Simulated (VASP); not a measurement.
# PbO: single point with PBE

Crystal: PbO.

```
Pb O
1.0
     3.92488    0.00000    0.00000
     0.00000    3.92488    0.00000
     0.00000    0.00000    5.41141
Pb O
2 2
Cartesian
  0.0000 1.9624 1.4246
  1.9624 0.0000 3.9868
  0.0000 0.0000 0.0000
  1.9624 1.9624 0.0000
```

This cell differs from its parent crystal: strained.

- Program: VASP 6.6.1
- Task: single point
- Functional: PBE
- Potentials or basis: VASP PAW PBE potentials, release 64 (Pb_d, O)
- Cutoff: 520 eV
- k mesh: 8 × 8 × 6
- Occupations: gaussian, width 0.02 eV
- Spin: no spin polarisation

* Pressure: -5.0 GPa
* Largest force: 2.859 eV/Å
* Band gap on the k mesh: 0.40 eV (least direct gap 0.51 eV)

Forces on the atoms (eV/Å):
```
Pb   0.000  0.000 -2.859
Pb   0.000  0.000  2.859
O    0.000  0.000  0.000
O    0.000  0.000  0.000
```

Stress tensor (GPa, compression positive):
```
 -0.85   0.00   0.00
  0.00  -0.85   0.00
  0.00   0.00 -13.19
```

Levels at points of the mesh, in eV from the valence-band top:
```tsv
k point	band 18	band 19	band 20	band 21	band 22	band 23
(0.00, 0.00, 0.00)	-0.59	-0.59	0.00	2.50	4.79	4.79
(0.50, 0.00, 0.00)	-1.97	-1.67	-1.67	2.84	2.84	6.06
(0.50, 0.50, 0.00)	-2.05	-0.11	-0.11	0.40	0.40	4.47
(0.00, 0.00, 0.50)	-1.35	-0.63	-0.63	2.98	3.50	3.50
(0.50, 0.00, 0.50)	-1.95	-1.12	-1.12	2.42	2.42	5.81
(0.50, 0.50, 0.50)	-2.47	-0.11	-0.11	2.58	2.58	3.99
```

It took 2.5 min on 1 thread of Intel Xeon 8259CL, with other jobs on the host, peak memory 0.26 GiB.

Caveat: the cell differs from its parent crystal (strained); the stress differs along the axes, from -13 to -1 GPa; spin-orbit coupling is left out, which moves the levels of the heavy elements; forces of over 1 eV/Å act on the atoms, so gaps and moduli don't describe the material at rest. A k mesh can miss the band edges.
